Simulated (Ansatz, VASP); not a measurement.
**Two plane-wave programs on AlN**

INCAR

```
SYSTEM = AlN
  PREC = Accurate
  ENCUT = 600
  EDIFF = 1E-6
  ISMEAR = 0
  SIGMA = 0.05
  LREAL = .False.
  LASPH = .True.
  NELM = 120
  ALGO = Normal
  ISIF = 2
  LWAVE = .False.
  LCHARG = .False.
  GGA = PE
  NBANDS = 26
  GGA_COMPAT = .False.
```

The input KPOINTS:

```
Automatic mesh
0
Gamma
  6 6 6
  0 0 0
```

File POSCAR:

```
AlN
1.0
    4.4136965063     -0.0104965678     -0.0088343910
    0.0104965678     -4.4187716362     -0.0056695746
    0.0088343910     -0.0056695746     -4.4667899621
Al N
4 4
Direct
    0.0220181292      0.4730482209      0.4931681313
    0.4225935936      0.0110397231      0.5256719061
    0.4981743940      0.4882685446      0.0053543031
   -0.0124985272      0.0438234325      0.0016969501
    0.7121385280      0.7489352165      0.6748994343
    0.2425105496      0.1747633044      0.8076094750
    0.3133762064      0.7684250297      0.2526352987
    0.8016871263      0.2916965283      0.2389645014
```

Input for Ansatz:

```yaml
crystal:
  lattice:
    - [4.4136965063, -0.0104965678, -0.008834391]
    - [0.0104965678, -4.4187716362, -0.0056695746]
    - [0.008834391, -0.0056695746, -4.4667899621]
  atoms:
    - { symbol: Al, position: [0.0220181292, 0.4730482209, 0.4931681313] }
    - { symbol: Al, position: [0.4225935936, 0.0110397231, 0.5256719061] }
    - { symbol: Al, position: [0.498174394, 0.4882685446, 0.0053543031] }
    - { symbol: Al, position: [-0.0124985272, 0.0438234325, 0.0016969501] }
    - { symbol: "N", position: [0.712138528, 0.7489352165, 0.6748994343] }
    - { symbol: "N", position: [0.2425105496, 0.1747633044, 0.807609475] }
    - { symbol: "N", position: [0.3133762064, 0.7684250297, 0.2526352987] }
    - { symbol: "N", position: [0.8016871263, 0.2916965283, 0.2389645014] }
basis:
  ecutwfc: 520.0
kpoints:
  mp_grid: { grid: [6, 6, 6] }
hamiltonian:
  xc: pbe
scf:
  occupations: { method: gaussian, width: 0.05 }
output:
  forces: true
  stress: true
  eigenvalues: true
```

Change from the starting cell: all atoms moved at random (sigma 0.15 Å a component), cell strained at random (sigma 0.01).

Alike in both runs: task single point; functional PBE; k mesh 6 × 6 × 6; occupations gaussian, width 0.05 eV; no spin polarisation.

```csv
,VASP,Ansatz
version,VASP 6.6.1,Ansatz 0.2.0
potentials or method,"VASP PAW PBE potentials, release 64 (Al, N), cutoff 600 eV","scalar-relativistic, plane waves, PAW"
valence electrons in the cell,32,32
```

VASP gave:

| Item | Value |
| --- | --- |
| gap on the k mesh at the Fermi level (eV) | 0.84 |
| least direct gap on the mesh (eV) | 0.97 |
| pressure (GPa) | 18.5 |
| traceless stress, the component that is largest in VASP (GPa) | 13.76 |
| rms of the force components (eV/Å) | 4.243 |

Task: Estimate Ansatz's values.

Result: gap on the k mesh at the Fermi level (eV): 0.84; least direct gap on the mesh (eV): 0.97; pressure (GPa): 18.5; traceless stress, the component that is largest in VASP (GPa): 13.62; rms of the force components (eV/Å): 4.219.

Atom by atom the forces differ by 0.027 eV/Å (rms over components).
